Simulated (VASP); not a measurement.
The system is SnC3.

```
C Sn
1.0
     3.02238    0.00000    0.00000
     0.00000    3.02238    0.00000
     0.00000    0.00000    4.71131
C Sn
3 1
Cartesian
  1.5112 0.0000 3.8569
  1.5112 1.5112 0.0000
  0.0000 1.5112 0.8544
  0.0000 0.0000 2.3557
```

This cell differs from its parent crystal: strain +1.5%.

Base run:

```yaml
Program: VASP 6.6.1
Functional: r2SCAN
Potentials_or_basis: VASP PAW PBE potentials, release 64 (C, Sn_d)
Cutoff: 520 eV
k_mesh: 8 × 8 × 6
Occupations: gaussian, width 0.01 eV
Spin: no spin polarisation
```

Its results: band gap on the k mesh 0.23 eV, indirect (least direct gap 0.75 eV); pressure -8.0 GPa.

Task: The run is repeated on the same cell with these changes: functional from r2SCAN to PBE; occupations from gaussian, width 0.01 eV to fermi-dirac, width 0.02 eV. What comes out?

Result: Band gap on the k mesh 0.18 eV, indirect (least direct gap 0.61 eV); pressure -5.6 GPa.

Caveats: spin-orbit coupling is left out, which moves the levels of the heavy elements; the PAW data sets were made with another functional, which shifts forces and pressure a little (some runs).

A k mesh can miss the band edges.
